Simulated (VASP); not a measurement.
Here is a VASP 6.6.1 calculation.

Contents of INCAR:

```
SYSTEM = Y
ALGO = Normal
EDIFF = 1E-7
ENCUT = 520
GGA = PE
ISIF = 2
ISMEAR = -1
LASPH = .TRUE.
LCHARG = .TRUE.
LELF = .TRUE.
LREAL = .FALSE.
LVHAR = .TRUE.
LWAVE = .FALSE.
NBANDS = 18
NELM = 80
PREC = Accurate
SIGMA = 0.05
```

KPOINTS

```
k-points
0
G
  4 4 4
  0 0 0
```

POSCAR

```
Y
1.0
    0.0000000000      2.7270734414      2.7270734414
    2.7270734414      0.0000000000      2.7270734414
    2.7270734414      2.7270734414      0.0000000000
Y
2
Direct
    0.0000000000      0.0000000000      0.0000000000
    0.2500000000      0.2500000000      0.2500000000
```

Potentials or basis: VASP PAW PBE potentials, release 64 (Y_sv).

Launch:

```console
$ cat potpaw_PBE.64/Y_sv/POTCAR > POTCAR
$ mpirun -np 1 vasp_std > vasp.out
```

Task: Estimate the band gap on the k mesh.

Result: Zero (bands 11 and 12 overlap by 1.20 eV).

Task: What does it give for the pressure?

Result: 40.0 GPa.

Caveat: the k points lie up to 0.50 Å⁻¹ apart, too coarse for converged energies and pressures of a metal.
